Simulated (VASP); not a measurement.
Input of a VASP 6.6.1 run:

INCAR

```
SYSTEM = GaSi23O48
PREC = Accurate
ENCUT = 520
EDIFF = 1E-6
ISMEAR = 0
SIGMA = 0.01
LREAL = Auto
LASPH = .True.
NELM = 200
ALGO = Normal
ISIF = 2
LWAVE = .False.
LCHARG = .False.
ISPIN = 2
MAGMOM = 0 0 0 0 0 0 0 0 0 0 0 0 0 0 0 0 0 0 0 0 0 0 0 0 0.12 0 0.14 0 0.03 0.03 0 0.14 0 0.12 0 0.01 0.02 0 0.03 0.01 0.02 0 0 0 0.01 0 0 0 0 0.01 0 0 0 0.02 0.01 0.03 0 0.02 0.01 0 0 0 0 0 0 0 0 0 0 0 0 0
LORBIT = 11
NUPDOWN = 1.0
GGA = PE
NBANDS = 242
GGA_COMPAT = .False.
```

File KPOINTS:

```
regular mesh
0
Gamma
  1 1 1
  0 0 0
```

Contents of POSCAR:

```
GaSi23O48
1.0
   10.0416380576     -0.0000000014      0.0000000000
   -5.0208190300      8.6963136528      0.0000000000
    0.0000000000      0.0000000000     11.0185484200
Si O Ga
23 48 1
Direct
    0.0039462264      0.2400229566      0.1683518205
    0.2663669984      0.2660730757      0.0002473652
    0.2348847977     -0.0004195790      0.3288132664
   -0.0000121033      0.2346866371      0.6717423961
    0.2405351438      0.0036875531      0.8321547456
   -0.0042520581      0.7301202862      0.1659067381
    0.2604580933      0.7629294724     -0.0016511869
    0.2364856338      0.5111032986      0.3322189465
    0.0004067095      0.7407936280      0.6678395764
    0.2606641936      0.7691206628      0.4981348464
    0.2381869129      0.5001902707      0.8328072294
    0.5004446799      0.2379498031      0.1677408762
    0.7631564618      0.2600162452      0.0021770766
    0.7410872853      0.0000301036      0.3327056749
    0.5115789380      0.2360613599      0.6682203973
    0.7696315964      0.2604159898      0.5023902482
    0.7304638268     -0.0045919364      0.8345661947
    0.4993837798      0.7422449231      0.1644562591
    0.7592250523      0.7588775185      0.0002451227
    0.7372346435      0.4945947193      0.3364413650
    0.4949148749      0.7368293784      0.6640819187
    0.7592298797      0.7588769864      0.5002879017
    0.7425261386      0.4989972429      0.8360389050
    0.0794924014      0.3752083454      0.2705885684
    0.2999960646      0.4536435819      0.4432684572
    0.1329724003      0.2117000331      0.1032826918
    0.1963675240      0.1284475045      0.3776245802
    0.4250842305      0.2971289956      0.0651058217
    0.3702159990      0.0751556087      0.2259585980
    0.0753233486      0.3700343574      0.7746200318
    0.2972470344      0.4247691964      0.9354708330
    0.1291205654      0.1964106608      0.6231801819
    0.2122723570      0.1327763790      0.8971610378
    0.4540495100      0.2991299994      0.5569315976
    0.3757488395      0.0790855373      0.7299274321
    0.0789097217      0.8613853108      0.2692443225
    0.2928783401      0.9314531320      0.4391000587
    0.1225000261      0.7003440960      0.0981764804
    0.2034388119      0.6427479049      0.3884046102
    0.4209431097      0.7990839620      0.0628287670
    0.3669539158      0.5840684187      0.2259064246
    0.0807626732      0.8763992727      0.7688882975
    0.2905084213      0.9220974068      0.9363829758
    0.1274353552      0.7103766150      0.6016060615
    0.2104638671      0.6309872144      0.8947298221
    0.4182311778      0.7947585259      0.5613265208
    0.3664806063      0.5759261909      0.7257238737
    0.5763022714      0.3662398075      0.2748055392
    0.7951483208      0.4179430987      0.4392291883
    0.6311778804      0.2101802566      0.1057537255
    0.7108497715      0.1271836290      0.3989244980
    0.9222782557      0.2899823131      0.0641816644
    0.8767103192      0.0802431336      0.2316522769
    0.5843856163      0.3667088020      0.7744197548
    0.7993864918      0.4204604103      0.9375593179
    0.6434222739      0.2031642371      0.6122484520
    0.7005346407      0.1220026135      0.9023989077
    0.9320553583      0.2927085942      0.5613276555
    0.8617001478      0.0786972681      0.7312098994
    0.5815969596      0.8756069932      0.2670278748
    0.7922468011      0.9167676401      0.4338835400
    0.6237861750      0.7059328534      0.1012193664
    0.7077509239      0.6240547837      0.3990120321
    0.9166121329      0.7893189864      0.0664715807
    0.8675691052      0.5712484443      0.2301587099
    0.5715854505      0.8671882428      0.7703339149
    0.7896796876      0.9162098429      0.9339307257
    0.6243400442      0.7072780041      0.6015288193
    0.7061645778      0.6232940914      0.8993886552
    0.9171727228      0.7920189126      0.5666886225
    0.8759508132      0.5813480835      0.7335291312
    0.2711972675      0.2707820008      0.5003341674
```

Potentials or basis: VASP PAW PBE potentials, release 64 (Si, O, Ga_d).

Launch:

```sh
$ cat potpaw_PBE.64/Si/POTCAR potpaw_PBE.64/O/POTCAR potpaw_PBE.64/Ga_d/POTCAR > POTCAR
$ mpirun -np 1 vasp_gam > vasp.out
```

Problem. What does it give for the pressure?

Solution. 0.4 GPa.

Problem. Estimate the largest force.

Solution. 0.049 eV/Å.

Forces on the atoms (eV/Å):
```
Si   0.014 -0.013  0.003
Si   0.004  0.005  0.000
Si   0.008 -0.033 -0.008
Si  -0.032  0.002  0.008
Si  -0.010  0.005  0.000
Si   0.008 -0.005 -0.002
Si   0.000  0.012 -0.003
Si  -0.034  0.000 -0.033
Si   0.002 -0.010  0.002
Si   0.013  0.007  0.008
Si  -0.013  0.001 -0.005
Si   0.008 -0.005  0.003
Si   0.007  0.009  0.000
Si  -0.005 -0.005  0.003
Si   0.021 -0.030  0.033
Si   0.006  0.012  0.001
Si  -0.014  0.003  0.000
Si   0.000 -0.009  0.003
Si   0.010  0.012  0.002
Si  -0.018  0.003  0.007
Si   0.005 -0.013 -0.007
Si   0.004  0.008 -0.003
Si  -0.006 -0.006 -0.010
O    0.010  0.003 -0.003
O    0.014 -0.011  0.030
O   -0.002  0.015 -0.006
O   -0.023  0.029  0.010
O    0.002 -0.014  0.004
O   -0.013  0.003  0.007
O    0.011 -0.013 -0.006
O   -0.010 -0.004 -0.001
O    0.033 -0.010 -0.009
O    0.013  0.007  0.005
O   -0.017  0.011 -0.025
O   -0.006  0.012  0.001
O    0.017  0.001  0.001
O   -0.009  0.000 -0.012
O   -0.003  0.012 -0.003
O    0.012  0.001  0.000
O    0.000 -0.012  0.005
O   -0.009  0.004  0.010
O    0.012 -0.005 -0.003
O   -0.010 -0.008 -0.004
O    0.000  0.013 -0.006
O    0.017  0.001  0.003
O   -0.001 -0.014  0.004
O   -0.002  0.010  0.007
O    0.010  0.000 -0.007
O   -0.011 -0.006 -0.008
O   -0.003  0.012 -0.004
O    0.011  0.004  0.002
O   -0.005 -0.011  0.002
O   -0.016  0.010  0.001
O    0.009 -0.006 -0.008
O   -0.012 -0.009 -0.002
O   -0.002  0.010 -0.002
O    0.015  0.003  0.002
O    0.000 -0.010  0.008
O   -0.008  0.011  0.002
O    0.012 -0.004 -0.006
O   -0.010 -0.003 -0.005
O    0.000  0.011 -0.007
O    0.007  0.006  0.005
O   -0.003 -0.016  0.006
O   -0.009  0.004  0.004
O    0.013 -0.003 -0.002
O   -0.009 -0.010 -0.004
O    0.002  0.012 -0.003
O    0.006  0.008  0.006
O   -0.003 -0.010  0.005
O   -0.014  0.008  0.007
Ga   0.009  0.010 -0.003
```

Caveat: the k points lie up to 0.72 Å⁻¹ apart; the total moment is fixed, so each spin has its own Fermi level.
